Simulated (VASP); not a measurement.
# Al (I4/mmm) in VASP: further runs

Runs on Al. Level: PBEsol+D3(BJ). Tasks: single point.

All numbers are computed with VASP 6.6.1; they aren't measurements. Logs are shortened: lines on timing, memory, paths and dates and some standing lists are left out, and cuts for length are marked.

## (1) The cell of the first run

It takes space group I4/mmm (No. 139, tetragonal). Conventional cell: a = 2.802 Å, b = 2.802 Å, c = 3.863 Å, α = 90.00°, β = 90.00°, γ = 90.00°. Al (site symmetry 4/mmm) has 12 Al at 2.77 to 2.80 Å within 3.6 Å.

## (2) Single point, PBEsol+D3(BJ) (strain -0.0250 x Voigt [0, 0, 1, 0, 0, 0])

INCAR reads:

```
PREC = Accurate
ENCUT = 520
EDIFF = 1E-6
ISMEAR = 0
SIGMA = 0.15
LREAL = False
LASPH = True
NELM = 80
ALGO = Fast
ISIF = 2
LWAVE = False
LCHARG = False
GGA = PS
IVDW = 12
NBANDS = 8
```

KPOINTS reads:

```
regular mesh
0
Gamma
  26 26 26
```

POSCAR reads:

```
Al
1.0
    0.0000000000      1.9812776140      1.9317456736
    1.9812776140      0.0000000000      1.9317456736
    1.9812776140      1.9812776140      0.0000000000
Al
1
Direct
    0.0000000000      0.0000000000      0.0000000000
```

Potentials or basis: VASP PAW PBE potentials, release 64 (Al).

Launch:

```bash
> cat potpaw_PBE.64/Al/POTCAR > POTCAR
> mpirun -np 1 vasp_std > vasp.out
```

OUTCAR:

```text
PREC = Accurate
   ENCUT = 520
   EDIFF = 1E-6
   ISMEAR = 0
   LREAL = False
   LASPH = True
   NELM = 80
   ISIF = 2
   GGA = PS
   IVDW = 12
 IVDW          = 12

 ion  position               nearest neighbor table
   1  0.000  0.000  0.000-

  LATTYP: Found a body centered tetragonal cell.
 ALAT       =     2.8019496725
 C/A-ratio  =     1.3788582233

  Lattice vectors:

 A1 = (   0.0000000000,  -1.9812776140,  -1.9317456736)
 A2 = (   0.0000000000,   1.9812776140,  -1.9317456736)
 A3 = (   1.9812776140,   0.0000000000,   1.9317456736)

Analysis of symmetry for initial positions (statically):
=====================================================================
 Subroutine PRICEL returns:
 Original cell was already a primitive cell.

 Routine SETGRP: Setting up the symmetry group for a
 body centered tetragonal supercell.

 Subroutine GETGRP returns: Found 16 space group operations
 (whereof 16 operations were pure point group operations)
 out of a pool of 16 trial point group operations.

The static configuration has the point symmetry D_4h.

Analysis of symmetry for dynamics (positions and initial velocities):
=====================================================================
 Subroutine PRICEL returns:
 Original cell was already a primitive cell.

 Routine SETGRP: Setting up the symmetry group for a
 body centered tetragonal supercell.

 Subroutine GETGRP returns: Found 16 space group operations
 (whereof 16 operations were pure point group operations)
 out of a pool of 16 trial point group operations.

The dynamic configuration has the point symmetry D_4h.

 Subroutine INISYM returns: Found 16 space group operations
 (whereof 16 operations are pure point group operations),
 and found     1 'primitive' translations

----------------------------------------------------------------------------------------

                                     Primitive cell

  volume of cell :      15.1660

  direct lattice vectors                    reciprocal lattice vectors
     0.000000000  1.981277614  1.931745674    -0.252362413  0.252362413  0.258833244
     1.981277614  0.000000000  1.931745674     0.252362413 -0.252362413  0.258833244
     1.981277614  1.981277614  0.000000000     0.252362413  0.252362413 -0.258833244

  length of vectors
     2.767146966  2.767146966  2.801949673     0.440872117  0.440872117  0.440872117

  position of ions in fractional coordinates (direct lattice)
     0.000000000  0.000000000  0.000000000

  ion indices of the primitive-cell ions
   primitive index   ion index
                 1           1

----------------------------------------------------------------------------------------

 KPOINTS: regular mesh

Automatic generation of k-mesh.
 Grid dimensions read from file:
 generate k-points for:   26   26   26

 Generating k-lattice:

  Cartesian coordinates                     Fractional coordinates (reciprocal lattice)
    -0.009706247  0.009706247  0.009955125     0.038461538 -0.000000000  0.000000000
     0.009706247 -0.009706247  0.009955125    -0.000000000  0.038461538  0.000000000
     0.009706247  0.009706247 -0.009955125     0.000000000  0.000000000  0.038461538

  Length of vectors
     0.016956620  0.016956620  0.016956620

  Shift w.r.t. Gamma in fractional coordinates (k-lattice)
     0.000000000  0.000000000  0.000000000

 Subroutine IBZKPT returns following result:
 ===========================================

 Found   1330 irreducible k-points:

 Following reciprocal coordinates:
            Coordinates               Weight
  0.000000  0.000000  0.000000      1.000000
  0.038462 -0.000000  0.000000      8.000000
  0.076923 -0.000000  0.000000      8.000000
  0.115385 -0.000000  0.000000      8.000000
  0.153846 -0.000000  0.000000      8.000000
  0.192308 -0.000000  0.000000      8.000000
[... 16 lines left out ...]
  0.346154  0.038462  0.000000      8.000000
  0.384615  0.038462  0.000000      8.000000
 [... further k-points ...]
   k-points           NKPTS =   1330   k-points in BZ     NKDIM =   1330   number of bands    NBANDS=      8
   number of dos      NEDOS =    301   number of ions     NIONS =      1
   total plane-waves  NPLWV =  13824
   dimension x,y,z NGX =    24 NGY =   24 NGZ =   24
   dimension x,y,z NGXF=    48 NGYF=   48 NGZF=   48
   ions per type =               1
   NGX,Y,Z   is equivalent  to a cutoff of  14.42, 14.42, 14.24 a.u.
   NGXF,Y,Z  is equivalent  to a cutoff of  28.84, 28.84, 28.48 a.u.
 SYSTEM =  unknown system
   PREC   = accura    normal or accurate (medium, high low for compatibility)
   ISTART =      0    job   : 0-new  1-cont  2-samecut
   ICHARG =      2    charge: 1-file 2-atom 10-const
   ISPIN  =      1    spin polarized calculation?
   LNONCOLLINEAR =      F non collinear calculations
   LSORBIT =      F    spin-orbit coupling
   LASPH  =      T    aspherical Exc in radial PAW
   ENCUT  =  520.0 eV  38.22 Ry    6.18 a.u.   5.15  5.15  5.21*2*pi/ulx,y,z
   NELM   =     80;   NELMIN=  2; NELMDL= -5     # of ELM steps
   EDIFF  = 0.1E-05   stopping-criterion for ELM
   LREAL  =      F    real-space projection
   EDIFFG = 0.1E-04   stopping-criterion for IOM
   NSW    =      0    number of steps for IOM
   IBRION =     -1    ionic relax: 0-MD 1-quasi-New 2-CG
   NFREE  =      0    steps in history (QN), initial steepest desc. (CG)
   ISIF   =      2    stress and relaxation
   ISYM   =      2    0-nonsym 1-usesym 2-fastsym
   POTIM  = 0.5000    time-step for ionic-motion
   TEBEG  =    0.0;   TEEND  =   0.0 temperature during run
   PSTRESS=    0.0 pullay stress
   NELECT =       3.0000    total number of electrons
   NUPDOWN=      -1.0000    fix difference up-down
   EMIN   =  10.00;   EMAX   =-10.00  energy-range for DOS
   EFERMI =   0.00;   METHOD = LEGACY
   ISMEAR =     0;   SIGMA  =   0.15  broadening in eV -4-tet -1-fermi 0-gaus
   EFERMI_NEDOS =   21; number of points for ismear=-14 and -15
   IALGO  =     68    algorithm
   IMIX   =      4    mixing-type and parameters
     AMIX     =   0.40;   BMIX     =  1.00
     AMIX_MAG =   1.60;   BMIX_MAG =  1.00
  volume/ion in A,a.u.               =      15.17       102.35
  Fermi-wavevector in a.u.,A,eV,Ry     =   0.953876  1.802563 12.379649  0.909879
  Thomas-Fermi vector in A             =   2.082571
   LORBIT       =      0    0 simple, 1 ext, 2 COOP (PROOUT), +10 PAW based schemes
   GGA     = PS    functional components
   LHFCALC =     F    Hartree Fock is set to
   AEXX    =    0.0000 exact exchange contribution
   IVDW    =    12    specifies the selected vdW correction
   LEPSILON=     F    determine dielectric tensor
   LRPA    =     F    only Hartree local field effects (RPA)
 non-spin polarized calculation
 RMM-DIIS sequential band-by-band and
 Gauss-broadening in eV      SIGMA  =   0.15
  energy-cutoff  :      520.00
  volume of cell :       15.17
 maximum number of plane-waves:       428
 NGX is ok and might be reduce to    24
   NGX = 11   NGY = 11   NGZ = 11

 number of electron       3.0000000 magnetization

 Free energy of the ion-electron system (eV)
  ---------------------------------------------------
  ext. energy  EPLUGINS =         0.00000000
  ---------------------------------------------------
  free energy    TOTEN  =        -4.07472838 eV

  energy without entropy =       -4.07072569  energy(sigma->0) =       -4.07272703

 E-fermi :   8.8596     XC(G=0): -10.5681

 val. band max:        8.8488118516   @ k =   0.5000   0.2308   0.1538
 cond. band min:       8.8612199776   @ k =  -0.2308   0.4231   0.3077
 fundamental gap:      0.0124081261
 Fermi energy:         8.8595663210

 k-point     1 :       0.0000    0.0000    0.0000
  band No.  band energies     occupation
      1      -2.8688      2.00000
      2      21.8395      0.00000
      3      21.8395      0.00000
      4      22.1236      0.00000
      5      24.0255      0.00000
      6      24.1140      0.00000
      7      24.1140      0.00000
      8      25.9787      0.00000

 k-point     2 :       0.0385   -0.0000    0.0000
  band No.  band energies     occupation
      1      -2.8262      2.00000
      2      21.0835      0.00000
      3      21.7090      0.00000
      4      21.9193      0.00000
      5      24.2355      0.00000
      6      24.3117      0.00000
      7      24.4296      0.00000
      8      26.4507      0.00000

 k-point     3 :       0.0769   -0.0000    0.0000
  band No.  band energies     occupation
      1      -2.6987      2.00000
      2      19.5900      0.00000
      3      21.4113      0.00000
      4      21.6274      0.00000
      5      24.5567      0.00000
      6      24.7412      0.00000
      7      24.8059      0.00000
      8      27.7183      0.00000

 k-point     4 :       0.1154   -0.0000    0.0000
  band No.  band energies     occupation
      1      -2.4865      2.00000
      2      17.9745      0.00000
      3      21.0724      0.00000
      4      21.3134      0.00000
      5      24.4921      0.00000
      6      25.3701      0.00000
      7      25.4336      0.00000
      8      27.0137      0.00000

 k-point     5 :       0.1538   -0.0000    0.0000
  band No.  band energies     occupation
      1      -2.1899      2.00000
      2      16.3536      0.00000
      3      20.7536      0.00000
      4      21.0262      0.00000
      5      24.3496      0.00000
      6      25.7213      0.00000
      7      26.0185      0.00000
      8      26.6991      0.00000
[... 177 lines left out ...]
 k-point    22 :       0.3077    0.0385    0.0000
  band No.  band energies     occupation
      1      -0.3403      2.00000
      2      10.7695      0.00000
      3      19.2283      0.00000
      4      20.6157      0.00000
      5      23.1172      0.00000
      6      24.0341      0.00000
      7      24.6758      0.00000
      8      27.7884      0.00000

 k-point    23 :       0.3462    0.0385    0.0000
  band No.  band energies     occupation
      1       0.3409      2.00000
      2       9.3844      0.00000
      3      19.1812      0.00000
      4      20.5811      0.00000
      5      22.4503      0.00000
      6      23.4195      0.00000
      7      24.7172      0.00000
      8      27.2482      0.00000

 k-point    24 :       0.3846    0.0385    0.0000
  band No.  band energies     occupation
      1       1.1010      2.00000
      2       8.0653      2.00000
      3      19.2030      0.00000
      4      20.6013      0.00000
      5      21.8630      0.00000
      6      22.8687      0.00000
      7      24.8221      0.00000
      8      26.6772      0.00000

 [... further k-points ...]

------------------------ aborting loop because EDIFF is reached ----------------------------------------

 Edisp (eV)   -0.34584

 E8    (eV) :    -0.2329

  FORCE on cell =-STRESS in cart. coord.  units (eV):
  Direction    XX          YY          ZZ          XY          YZ          ZX
  --------------------------------------------------------------------------------------
  -------------------------------------------------------------------------------------
  Total       0.17879     0.17879     0.38674     0.00000     0.00000     0.00000
  in kB      18.88760    18.88760    40.85599     0.00000     0.00000     0.00000
  external pressure =       26.21 kB  Pullay stress =        0.00 kB

 VOLUME and BASIS-vectors are now :
 -----------------------------------------------------------------------------
  energy-cutoff  :      520.00
  volume of cell :       15.17
      direct lattice vectors                 reciprocal lattice vectors
     0.000000000  1.981277614  1.931745674    -0.252362413  0.252362413  0.258833244
     1.981277614  0.000000000  1.931745674     0.252362413 -0.252362413  0.258833244
     1.981277614  1.981277614  0.000000000     0.252362413  0.252362413 -0.258833244

 POSITION                                       TOTAL-FORCE (eV/Angst)
 -----------------------------------------------------------------------------------
      0.00000      0.00000      0.00000        -0.000000      0.000000      0.000000
 -----------------------------------------------------------------------------------
    total drift:                                0.000000      0.000000      0.000000

  FREE ENERGIE OF THE ION-ELECTRON SYSTEM (eV)
  ---------------------------------------------------
  free  energy   TOTEN  =        -4.4205708789 eV

  energy  without entropy=       -4.4165681852  energy(sigma->0) =       -4.41856953
```

Run time: 74 s. Hardware: 1 thread of Intel Xeon Platinum 8375C at 2.90GHz (Ice Lake), shared host; peak memory 0.26 GiB.

Results:

* Free energy: -4.4206 eV
* Pressure: 2.6 GPa
* Dispersion energy per atom: -0.346 eV

Levels at points of the mesh, in eV from the Fermi level:
```tsv
k point	band 1	band 2	band 3	band 4	band 5
(0.00, 0.00, 0.00)	-11.73	12.98	12.98	13.26	15.17
(0.50, 0.00, 0.00)	-4.94	-4.49	11.53	11.99	12.10
(0.50, 0.50, 0.00)	-2.86	-1.29	5.06	5.66	5.66
(0.50, 0.00, 0.50)	-3.26	-1.82	5.38	6.08	6.25
```

Caveat: the cell differs from its parent crystal (strain -0.0250 x Voigt [0, 0, 1, 0, 0, 0]); the PAW data sets were made with another functional, which shifts forces and pressure a little; pairwise dispersion overbinds metals, which lowers pressure and volume.

## (3) Single point, PBEsol+D3(BJ) (strain +0.0250 x Voigt [0, 0, 1, 0, 0, 0])

INCAR reads:

```
SYSTEM = Al
PREC = Accurate
ENCUT = 520
EDIFF = 1E-7
ISMEAR = 0
SIGMA = 0.15
LREAL = .FALSE.
LASPH = .TRUE.
NELM = 60
ALGO = Fast
ISIF = 2
LWAVE = .FALSE.
LCHARG = .FALSE.
GGA = PS
IVDW = 12
NBANDS = 8
```

KPOINTS reads:

```
regular mesh
0
G
  26 26 26
  0 0 0
```

POSCAR reads:

```
Al
1.0
    0.0000000000      1.9812776140      2.0308095543
    1.9812776140      0.0000000000      2.0308095543
    1.9812776140      1.9812776140      0.0000000000
Al
1
Direct
    0.0000000000      0.0000000000      0.0000000000
```

Potentials or basis: VASP PAW PBE potentials, release 64 (Al).

Launch:

```bash
> cat potpaw_PBE.64/Al/POTCAR > POTCAR
> mpirun -np 1 vasp_std > vasp.out
```

OUTCAR:

```text
SYSTEM = Al
   PREC = Accurate
   ENCUT = 520
   EDIFF = 1E-7
   ISMEAR = 0
   LREAL = .FALSE.
   LASPH = .TRUE.
   NELM = 60
   ISIF = 2
   GGA = PS
   IVDW = 12
 IVDW          = 12

 ion  position               nearest neighbor table
   1  0.000  0.000  0.000-

  LATTYP: Found a body centered tetragonal cell.
 ALAT       =     2.8019496725
 C/A-ratio  =     1.4495689014

  Lattice vectors:

 A1 = (  -1.9812776140,   0.0000000000,   2.0308095543)
 A2 = (   1.9812776140,   0.0000000000,   2.0308095543)
 A3 = (   0.0000000000,   1.9812776140,  -2.0308095543)

Analysis of symmetry for initial positions (statically):
=====================================================================
 Subroutine PRICEL returns:
 Original cell was already a primitive cell.

 Routine SETGRP: Setting up the symmetry group for a
 body centered tetragonal supercell.

 Subroutine GETGRP returns: Found 16 space group operations
 (whereof 16 operations were pure point group operations)
 out of a pool of 16 trial point group operations.

The static configuration has the point symmetry D_4h.

Analysis of symmetry for dynamics (positions and initial velocities):
=====================================================================
 Subroutine PRICEL returns:
 Original cell was already a primitive cell.

 Routine SETGRP: Setting up the symmetry group for a
 body centered tetragonal supercell.

 Subroutine GETGRP returns: Found 16 space group operations
 (whereof 16 operations were pure point group operations)
 out of a pool of 16 trial point group operations.

The dynamic configuration has the point symmetry D_4h.

 Subroutine INISYM returns: Found 16 space group operations
 (whereof 16 operations are pure point group operations),
 and found     1 'primitive' translations

----------------------------------------------------------------------------------------

                                     Primitive cell

  volume of cell :      15.9437
[... 110 lines left out ...]
  Thomas-Fermi vector in A             =   2.065284
   LORBIT       =      0    0 simple, 1 ext, 2 COOP (PROOUT), +10 PAW based schemes
   GGA     = PS    functional components
   LHFCALC =     F    Hartree Fock is set to
   AEXX    =    0.0000 exact exchange contribution
   IVDW    =    12    specifies the selected vdW correction
   LEPSILON=     F    determine dielectric tensor
   LRPA    =     F    only Hartree local field effects (RPA)
 non-spin polarized calculation
 RMM-DIIS sequential band-by-band and
 Gauss-broadening in eV      SIGMA  =   0.15
  energy-cutoff  :      520.00
  volume of cell :       15.94
 maximum number of plane-waves:       448
 NGX is ok and might be reduce to    24
   NGX = 11   NGY = 11   NGZ = 11

 number of electron       3.0000000 magnetization

 Free energy of the ion-electron system (eV)
  ---------------------------------------------------
  ext. energy  EPLUGINS =         0.00000000
  ---------------------------------------------------
  free energy    TOTEN  =        -4.09305255 eV

  energy without entropy =       -4.08901320  energy(sigma->0) =       -4.09103287

 E-fermi :   8.3190     XC(G=0): -10.3825

 val. band max:        8.3157533161   @ k =  -0.2692   0.1538   0.1154
 cond. band min:       8.3216444823   @ k =  -0.3077   0.4615   0.1923
 fundamental gap:      0.0058911662
 Fermi energy:         8.3189921972

 k-point     1 :       0.0000    0.0000    0.0000
  band No.  band energies     occupation
      1      -3.0572      2.00000
      2      20.9213      0.00000
      3      21.1966      0.00000
      4      21.1966      0.00000
      5      22.8301      0.00000
      6      22.8301      0.00000
      7      22.9072      0.00000
      8      25.0571      0.00000
[... 243 lines left out ...]
 k-point    24 :       0.3846    0.0385    0.0000
  band No.  band energies     occupation
      1       0.7532      2.00000
      2       7.5939      2.00000
      3      18.8214      0.00000
      4      19.6368      0.00000
      5      19.8213      0.00000
      6      22.5881      0.00000
      7      23.3331      0.00000
      8      25.9557      0.00000

 [... further k-points ...]

------------------------ aborting loop because EDIFF is reached ----------------------------------------

 Edisp (eV)   -0.32870

 E8    (eV) :    -0.2214

  FORCE on cell =-STRESS in cart. coord.  units (eV):
  Direction    XX          YY          ZZ          XY          YZ          ZX
  --------------------------------------------------------------------------------------
  -------------------------------------------------------------------------------------
  Total      -0.13676    -0.13676    -0.32133     0.00000     0.00000     0.00000
  in kB     -13.74245   -13.74245   -32.29036     0.00000     0.00000     0.00000
  external pressure =      -19.93 kB  Pullay stress =        0.00 kB

 VOLUME and BASIS-vectors are now :
 -----------------------------------------------------------------------------
  energy-cutoff  :      520.00
  volume of cell :       15.94
      direct lattice vectors                 reciprocal lattice vectors
     0.000000000  1.981277614  2.030809554    -0.252362413  0.252362413  0.246207232
     1.981277614  0.000000000  2.030809554     0.252362413 -0.252362413  0.246207232
     1.981277614  1.981277614  0.000000000     0.252362413  0.252362413 -0.246207232

 POSITION                                       TOTAL-FORCE (eV/Angst)
 -----------------------------------------------------------------------------------
      0.00000      0.00000      0.00000         0.000000      0.000000      0.000000
 -----------------------------------------------------------------------------------
    total drift:                                0.000000      0.000000     -0.000000

  FREE ENERGIE OF THE ION-ELECTRON SYSTEM (eV)
  ---------------------------------------------------
  free  energy   TOTEN  =        -4.4217565211 eV

  energy  without entropy=       -4.4177171695  energy(sigma->0) =       -4.41973685
```

Run time: 82 s. Hardware: 1 thread of Intel Xeon Platinum 8375C at 2.90GHz (Ice Lake), shared host; peak memory 0.27 GiB.

Results:

```yaml
Free_energy: -4.4218 eV
Pressure: -2.0 GPa
Dispersion_energy_per_atom: -0.329 eV
```

Caveat: the cell differs from its parent crystal (strain +0.0250 x Voigt [0, 0, 1, 0, 0, 0]); the PAW data sets were made with another functional, which shifts forces and pressure a little; pairwise dispersion overbinds metals, which lowers pressure and volume.

(Continued in part 2 of 2.)
